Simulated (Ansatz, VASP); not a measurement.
# GaN: VASP beside Ansatz

```
Ga N
1.0
     3.21837    0.00000    0.00000
    -1.60919    2.78719    0.00000
     0.00000    0.00000    5.24291
Ga N
2 2
Direct
  0.33333 0.66667 0.99914
  0.66667 0.33333 0.49914
  0.33333 0.66667 0.37586
  0.66667 0.33333 0.87586
```

Alike in both runs: functional PBE; k mesh 12 × 12 × 4; no spin polarisation.

Ansatz relaxed the structure, and its values are those at the end. VASP's run is a single point on that final structure, the one shown.

```csv
,VASP,Ansatz
version,VASP 6.6.1,Ansatz 0.2.0
potentials or method,"VASP PAW PBE potentials, release 64 (Ga_d, N)","plane waves, PAW"
plane-wave cutoff (eV),520,420
occupations,"gaussian, width 0.01 eV",fixed
valence electrons in the cell,36,36
```

|  | VASP | Ansatz | Ansatz less VASP |
| --- | --- | --- | --- |
| pressure (GPa) | 0.1 | 0.0 | -0.13 |
